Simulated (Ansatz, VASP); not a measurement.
LiF in VASP and in Ansatz

```
Li F
1.0
     0.00000    1.96365    1.91330
     1.96365    0.00000    1.91330
     1.96365    1.96365    0.00000
Li F
1 1
Direct
  0.00000 0.00000 0.00000
  0.50000 0.50000 0.50000
```

Change from the starting cell: strain -0.025 along x and y, -0.050 along z, atoms carried along.

Alike in both runs: task single point; functional LDA; k mesh 10 × 10 × 10; occupations gaussian, width 0.05 eV; no spin polarisation.

|  | VASP | Ansatz |
| --- | --- | --- |
| version | VASP 6.6.1 | Ansatz 0.2.0 |
| potentials or method | VASP PAW LDA potentials, release 64 (Li_sv, F), cutoff 520 eV | scalar-relativistic, plane waves, PAW |
| valence electrons in the cell | 10 | 10 |

Ansatz gave:

| Item | Value |
| --- | --- |
| gap on the k mesh at the Fermi level (eV) | 9.79 |
| least direct gap on the mesh (eV) | 9.79 |

**Question.** Which values does VASP return?

**Answer.** gap on the k mesh at the Fermi level (eV): 9.78; least direct gap on the mesh (eV): 9.78.

LDA's correlation is that of Perdew and Zunger in VASP and of Perdew and Wang (1992) in Ansatz.

Noted on VASP's run: the cutoff is short for stress, so the pressure is rough.
